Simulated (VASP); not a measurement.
# CsSrF3 (P4/mmm) in VASP: notebook

CsSrF3 is run at these levels: LDA; tasks: single point.

All numbers are computed with VASP 6.6.1; they aren't measurements. Logs are shortened: lines on timing, memory, paths and dates and some standing lists are left out, and cuts for length are marked.

## Step 1: The cell of the first run

It takes space group P4/mmm (No. 123, tetragonal). The conventional cell has a = 4.692 Å, b = 4.692 Å, c = 4.620 Å, α = 90.00°, β = 90.00°, γ = 90.00°. Within 4.3 Å of Cs (site symmetry 4/mmm) lie 12 F at 3.29 to 3.32 Å and 8 Sr at 4.04 Å. Sr (site symmetry 4/mmm) has 6 F at 2.31 to 2.35 Å within 3.1 Å. Within 3.1 Å of F (site symmetry mmm) lie 2 Sr at 2.35 Å. F (site symmetry 4/mmm) has 2 Sr at 2.31 Å within 3.1 Å.

## Step 2: Single point, LDA (strain -0.015 along x and y, -0.030 along z)

The input, INCAR:

```
  PREC = Accurate
  ENCUT = 520
  EDIFF = 1E-7
  ISMEAR = 0
  SIGMA = 0.05
  LREAL = F
  LASPH = T
  NELM = 80
  ALGO = Normal
  ISIF = 2
  LWAVE = F
  LCHARG = F
  GGA = CA
  NBANDS = 28
```

The input, KPOINTS:

```
Automatic mesh
0
Gamma
  6 6 6
```

The input, POSCAR:

```
CsSrF3
1.0
    4.6917983048      0.0000000000      0.0000000000
    0.0000000000      4.6917983048      0.0000000000
    0.0000000000      0.0000000000      4.6203495997
Cs Sr F
1 1 3
Direct
    0.0000000000      0.0000000000      0.0000000000
    0.5000000000      0.5000000000      0.5000000000
    0.0000000000      0.5000000000      0.5000000000
    0.5000000000      0.0000000000      0.5000000000
    0.5000000000      0.5000000000      0.0000000000
```

Potentials or basis: VASP PAW LDA potentials, release 64 (Cs_sv, Sr_sv, F).

Launch:

```
cat potpaw_LDA.64/Cs_sv/POTCAR potpaw_LDA.64/Sr_sv/POTCAR potpaw_LDA.64/F/POTCAR > POTCAR
mpirun -np 1 vasp_std > vasp.out
```

OUTCAR:

```text
PREC = Accurate
   ENCUT = 520
   EDIFF = 1E-7
   ISMEAR = 0
   LREAL = F
   LASPH = T
   NELM = 80
   ISIF = 2
   GGA = CA

 ion  position               nearest neighbor table
   1  0.000  0.000  0.000-   2 4.04   2 4.04   2 4.04   2 4.04   2 4.04   2 4.04   2 4.04   2 4.04

   2  0.500  0.500  0.500-   5 2.31   5 2.31   3 2.35   4 2.35   4 2.35   3 2.35   1 4.04   1 4.04
                             1 4.04   1 4.04   1 4.04   1 4.04   1 4.04   1 4.04
   3  0.000  0.500  0.500-   2 2.35   2 2.35
   4  0.500  0.000  0.500-   2 2.35   2 2.35
   5  0.500  0.500  0.000-   2 2.31   2 2.31

  LATTYP: Found a simple tetragonal cell.
 ALAT       =     4.6917983048
 C/A-ratio  =     0.9847715736

  Lattice vectors:

 A1 = (   4.6917983048,   0.0000000000,   0.0000000000)
 A2 = (   0.0000000000,   4.6917983048,   0.0000000000)
 A3 = (   0.0000000000,   0.0000000000,   4.6203495997)

Analysis of symmetry for initial positions (statically):
=====================================================================
 Subroutine PRICEL returns:
 Original cell was already a primitive cell.

 Routine SETGRP: Setting up the symmetry group for a
 simple tetragonal supercell.

 Subroutine GETGRP returns: Found 16 space group operations
 (whereof 16 operations were pure point group operations)
 out of a pool of 16 trial point group operations.

The static configuration has the point symmetry D_4h.

Analysis of symmetry for dynamics (positions and initial velocities):
=====================================================================
 Subroutine PRICEL returns:
 Original cell was already a primitive cell.

 Routine SETGRP: Setting up the symmetry group for a
 simple tetragonal supercell.

 Subroutine GETGRP returns: Found 16 space group operations
 (whereof 16 operations were pure point group operations)
 out of a pool of 16 trial point group operations.

The dynamic configuration has the point symmetry D_4h.

 Subroutine INISYM returns: Found 16 space group operations
 (whereof 16 operations are pure point group operations),
 and found     1 'primitive' translations

----------------------------------------------------------------------------------------

                                     Primitive cell

  volume of cell :     101.7076

  direct lattice vectors                    reciprocal lattice vectors
     4.691798305  0.000000000  0.000000000     0.213137892  0.000000000  0.000000000
     0.000000000  4.691798305  0.000000000     0.000000000  0.213137892  0.000000000
     0.000000000  0.000000000  4.620349600     0.000000000  0.000000000  0.216433839

  length of vectors
     4.691798305  4.691798305  4.620349600     0.213137892  0.213137892  0.216433839

  position of ions in fractional coordinates (direct lattice)
     0.000000000  0.000000000  0.000000000
     0.500000000  0.500000000  0.500000000
     0.000000000  0.500000000  0.500000000
     0.500000000  0.000000000  0.500000000
     0.500000000  0.500000000  0.000000000

  ion indices of the primitive-cell ions
   primitive index   ion index
                 1           1
                 2           2
                 3           3
                 4           4
                 5           5

----------------------------------------------------------------------------------------

 KPOINTS: Automatic mesh

Automatic generation of k-mesh.
 Grid dimensions read from file:
 generate k-points for:    6    6    6

 Generating k-lattice:

  Cartesian coordinates                     Fractional coordinates (reciprocal lattice)
     0.035522982  0.000000000  0.000000000     0.166666667  0.000000000  0.000000000
     0.000000000  0.035522982  0.000000000     0.000000000  0.166666667  0.000000000
     0.000000000  0.000000000  0.036072306     0.000000000  0.000000000  0.166666667

  Length of vectors
     0.035522982  0.035522982  0.036072306

  Shift w.r.t. Gamma in fractional coordinates (k-lattice)
     0.000000000  0.000000000  0.000000000

 Subroutine IBZKPT returns following result:
 ===========================================

 Found     40 irreducible k-points:

 Following reciprocal coordinates:
            Coordinates               Weight
  0.000000  0.000000  0.000000      1.000000
  0.166667  0.000000  0.000000      4.000000
  0.333333  0.000000  0.000000      4.000000
  0.500000  0.000000  0.000000      2.000000
  0.166667  0.166667  0.000000      4.000000
  0.333333  0.166667  0.000000      8.000000
[... 16 lines left out ...]
  0.333333  0.000000  0.333333      8.000000
  0.500000  0.000000  0.333333      4.000000
 [... further k-points ...]
   k-points           NKPTS =     40   k-points in BZ     NKDIM =     40   number of bands    NBANDS=     28
   number of dos      NEDOS =    301   number of ions     NIONS =      5
   total plane-waves  NPLWV =  46656
   dimension x,y,z NGX =    36 NGY =   36 NGZ =   36
   dimension x,y,z NGXF=    72 NGYF=   72 NGZF=   72
   ions per type =               1   1   3
   NGX,Y,Z   is equivalent  to a cutoff of  12.76, 12.76, 12.95 a.u.
   NGXF,Y,Z  is equivalent  to a cutoff of  25.51, 25.51, 25.91 a.u.
 SYSTEM =  unknown system
   PREC   = accura    normal or accurate (medium, high low for compatibility)
   ISTART =      0    job   : 0-new  1-cont  2-samecut
   ICHARG =      2    charge: 1-file 2-atom 10-const
   ISPIN  =      1    spin polarized calculation?
   LNONCOLLINEAR =      F non collinear calculations
   LSORBIT =      F    spin-orbit coupling
   LASPH  =      T    aspherical Exc in radial PAW
   ENCUT  =  520.0 eV  38.22 Ry    6.18 a.u.   8.72  8.72  8.59*2*pi/ulx,y,z
   NELM   =     80;   NELMIN=  2; NELMDL= -5     # of ELM steps
   EDIFF  = 0.1E-06   stopping-criterion for ELM
   LREAL  =      F    real-space projection
   EDIFFG = 0.1E-05   stopping-criterion for IOM
   NSW    =      0    number of steps for IOM
   IBRION =     -1    ionic relax: 0-MD 1-quasi-New 2-CG
   NFREE  =      0    steps in history (QN), initial steepest desc. (CG)
   ISIF   =      2    stress and relaxation
   ISYM   =      2    0-nonsym 1-usesym 2-fastsym
   POTIM  = 0.5000    time-step for ionic-motion
   TEBEG  =    0.0;   TEEND  =   0.0 temperature during run
   PSTRESS=    0.0 pullay stress
   NELECT =      40.0000    total number of electrons
   NUPDOWN=      -1.0000    fix difference up-down
   EMIN   =  10.00;   EMAX   =-10.00  energy-range for DOS
   EFERMI =   0.00;   METHOD = LEGACY
   ISMEAR =     0;   SIGMA  =   0.05  broadening in eV -4-tet -1-fermi 0-gaus
   EFERMI_NEDOS =   21; number of points for ismear=-14 and -15
   IALGO  =     38    algorithm
   IMIX   =      4    mixing-type and parameters
     AMIX     =   0.40;   BMIX     =  1.00
     AMIX_MAG =   1.60;   BMIX_MAG =  1.00
  volume/ion in A,a.u.               =      20.34       137.27
  Fermi-wavevector in a.u.,A,eV,Ry     =   1.199436  2.266605 19.573969  1.438646
  Thomas-Fermi vector in A             =   2.335298
   LORBIT       =      0    0 simple, 1 ext, 2 COOP (PROOUT), +10 PAW based schemes
   GGA     = CA    functional components
   LHFCALC =     F    Hartree Fock is set to
   AEXX    =    0.0000 exact exchange contribution
   IVDW    =     0    specifies the selected vdW correction
   LEPSILON=     F    determine dielectric tensor
   LRPA    =     F    only Hartree local field effects (RPA)
 non-spin polarized calculation
 Gauss-broadening in eV      SIGMA  =   0.05
  energy-cutoff  :      520.00
  volume of cell :      101.71
 maximum number of plane-waves:      2768
 NGX is ok and might be reduce to    36
   NGX = 17   NGY = 17   NGZ = 17

 number of electron      40.0000005 magnetization

 Free energy of the ion-electron system (eV)
  ---------------------------------------------------
  ext. energy  EPLUGINS =         0.00000000
  ---------------------------------------------------
  free energy    TOTEN  =       -27.18112694 eV

  energy without entropy =      -27.18112694  energy(sigma->0) =      -27.18112694

 E-fermi :  -1.8278     XC(G=0):  -9.3653

 val. band max:       -2.1468991461   @ k =   0.0000   0.0000   0.0000
 cond. band min:       4.0663538672   @ k =   0.0000   0.0000   0.0000
 fundamental gap:      6.2132530133
 Fermi energy:        -1.8278170672

 k-point     1 :       0.0000    0.0000    0.0000
  band No.  band energies     occupation
      1     -31.5590      2.00000
      2     -20.9357      2.00000
      3     -20.8687      2.00000
      4     -20.8299      2.00000
      5     -19.8018      2.00000
      6     -14.0754      2.00000
[... 20 lines left out ...]
     27      10.1324      0.00000
     28      10.1324      0.00000

 k-point     2 :       0.1667    0.0000    0.0000
  band No.  band energies     occupation
      1     -31.5554      2.00000
      2     -20.9394      2.00000
      3     -20.9013      2.00000
      4     -20.8401      2.00000
      5     -19.8172      2.00000
      6     -14.0716      2.00000
[... 20 lines left out ...]
     27       9.6371      0.00000
     28       9.6514      0.00000

 k-point     3 :       0.3333    0.0000    0.0000
  band No.  band energies     occupation
      1     -31.5483      2.00000
      2     -21.0373      2.00000
      3     -20.9019      2.00000
      4     -20.8293      2.00000
      5     -19.8492      2.00000
      6     -14.0639      2.00000
[... 20 lines left out ...]
     27       8.7911      0.00000
     28       8.8560      0.00000

 k-point     4 :       0.5000    0.0000    0.0000
  band No.  band energies     occupation
      1     -31.5447      2.00000
      2     -21.0926      2.00000
      3     -20.8966      2.00000
      4     -20.8198      2.00000
      5     -19.8658      2.00000
      6     -14.0601      2.00000
[... 20 lines left out ...]
     27       7.9829      0.00000
     28       8.1082      0.00000

 k-point     5 :       0.1667    0.1667    0.0000
  band No.  band energies     occupation
      1     -31.5519      2.00000
      2     -20.9368      2.00000
      3     -20.9030      2.00000
      4     -20.8898      2.00000
      5     -19.8306      2.00000
      6     -14.0679      2.00000
[... 20 lines left out ...]
     27       8.8207      0.00000
     28       9.0843      0.00000

 k-point     6 :       0.3333    0.1667    0.0000
  band No.  band energies     occupation
      1     -31.5448      2.00000
      2     -21.0288      2.00000
      3     -20.9007      2.00000
      4     -20.8904      2.00000
      5     -19.8579      2.00000
      6     -14.0605      2.00000
[... 463 lines left out ...]
      5     -19.8525      2.00000
      6     -14.0189      2.00000
[... 20 lines left out ...]
     27       8.8081      0.00000
     28       8.8082      0.00000

 k-point    22 :       0.1667    0.0000    0.3333
  band No.  band energies     occupation
      1     -31.5420      2.00000
      2     -21.1302      2.00000
      3     -20.8916      2.00000
      4     -20.8270      2.00000
      5     -19.8598      2.00000
      6     -14.0154      2.00000
[... 20 lines left out ...]
     27       8.1204      0.00000
     28       8.4531      0.00000

 k-point    23 :       0.3333    0.0000    0.3333
  band No.  band energies     occupation
      1     -31.5349      2.00000
      2     -21.1164      2.00000
      3     -21.0101      2.00000
      4     -20.8213      2.00000
      5     -19.8749      2.00000
      6     -14.0084      2.00000
[... 20 lines left out ...]
     27       8.3618      0.00000
     28       8.8647      0.00000

 k-point    24 :       0.5000    0.0000    0.3333
  band No.  band energies     occupation
      1     -31.5313      2.00000
      2     -21.1094      2.00000
      3     -21.0671      2.00000
      4     -20.8183      2.00000
      5     -19.8826      2.00000
      6     -14.0049      2.00000
[... 20 lines left out ...]
     27       8.8461      0.00000
     28       9.8073      0.00000

 [... further k-points ...]
[... 5 lines left out ...]
  --------------------------------------------------------------------------------------
  -------------------------------------------------------------------------------------
  Total       -0.5003660     -0.5003660      0.4821037      0.0000000      0.0000000      0.0000000
  in kB       -7.8821538     -7.8821538      7.5944719      0.0000000      0.0000000      0.0000000
  external PRESSURE =      -2.7232786 kB  Pullay stress =       0.0000000 kB

 VOLUME and BASIS-vectors are now :
 -----------------------------------------------------------------------------
  energy-cutoff  :      520.00
  volume of cell :      101.71
      direct lattice vectors                 reciprocal lattice vectors
     4.691798305  0.000000000  0.000000000     0.213137892  0.000000000  0.000000000
     0.000000000  4.691798305  0.000000000     0.000000000  0.213137892  0.000000000
     0.000000000  0.000000000  4.620349600     0.000000000  0.000000000  0.216433839

 POSITION                                       TOTAL-FORCE (eV/Angst)
 -----------------------------------------------------------------------------------
      0.00000      0.00000      0.00000         0.000000      0.000000      0.000000
      2.34590      2.34590      2.31017         0.000000      0.000000      0.000000
      0.00000      2.34590      2.31017         0.000000      0.000000      0.000000
      2.34590      0.00000      2.31017         0.000000      0.000000      0.000000
      2.34590      2.34590      0.00000         0.000000      0.000000      0.000000
 -----------------------------------------------------------------------------------
    total drift:                                0.000000      0.000000      0.000000

  FREE ENERGIE OF THE ION-ELECTRON SYSTEM (eV)
  ---------------------------------------------------
  free  energy   TOTEN  =       -27.1811269425 eV

  energy  without entropy=      -27.1811269425  energy(sigma->0) =      -27.18112694
```

Wall time 53 s (1 thread of AMD EPYC 9R45 (Zen 5), shared host); peak memory 0.21 GiB.

Results:

* Free energy: -27.1811 eV
* Pressure: -0.3 GPa
* Band gap on the k mesh: 6.21 eV, direct

Stress tensor (GPa, compression positive):
```
-0.79  0.00  0.00
 0.00 -0.79  0.00
 0.00  0.00  0.76
```

Caveat: the cell differs from its parent crystal (strain -0.015 along x and y, -0.030 along z); spin-orbit coupling is left out, which moves the levels of the heavy elements.

(Continued in part 2 of 3.)
